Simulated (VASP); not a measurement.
ZnAu: single point with PBEsol

The system is ZnAu.

```
Au Zn
1.0
     3.12588    0.00000    0.00000
     0.00000    3.12588    0.00000
     0.00000    0.00000    3.12588
Au Zn
1 1
Direct
  0.00000 0.00000 0.00000
  0.50000 0.50000 0.50000
```

This cell differs from its parent crystal: volume scaled by 0.98.

```
Program             : VASP 6.6.1
Task                : single point
Functional          : PBEsol
Potentials or basis : VASP PAW PBE potentials, release 64 (Au, Zn)
Cutoff              : 520 eV
k mesh              : 8 × 8 × 8
Occupations         : fermi-dirac, width 0.05 eV
Spin                : no spin polarisation
```

```json
{
 "Pressure": "0.8 GPa"
}
```

Levels at points of the mesh, in eV from the Fermi level:
| k point | band 7 | band 8 | band 9 | band 10 | band 11 | band 12 | band 13 | band 14 | band 15 | band 16 |
| --- | --- | --- | --- | --- | --- | --- | --- | --- | --- | --- |
| (0.00, 0.00, 0.00) | -5.36 | -5.36 | -3.63 | -3.63 | -3.63 | 5.11 | 5.11 | 5.11 | 9.20 | 12.39 |
| (0.50, 0.00, 0.00) | -5.78 | -5.41 | -4.87 | -4.87 | -3.80 | -2.25 | 10.57 | 11.36 | 11.36 | 11.48 |
| (0.50, 0.50, 0.00) | -4.98 | -3.97 | -3.97 | -3.03 | -1.98 | -1.98 | 1.02 | 2.75 | 10.60 | 12.86 |
| (0.50, 0.50, 0.50) | -6.45 | -6.45 | -2.98 | -2.98 | 1.56 | 3.80 | 3.87 | 3.87 | 3.87 | 6.12 |

It took 6.8 s on 1 thread of Intel(R) Xeon(R) 6975P-C (Granite Rapids), on a shared host, peak memory 0.15 GiB.

Caveat: the PAW data sets were made with another functional, which shifts forces and pressure a little; spin-orbit coupling is left out, which moves the levels of the heavy elements.
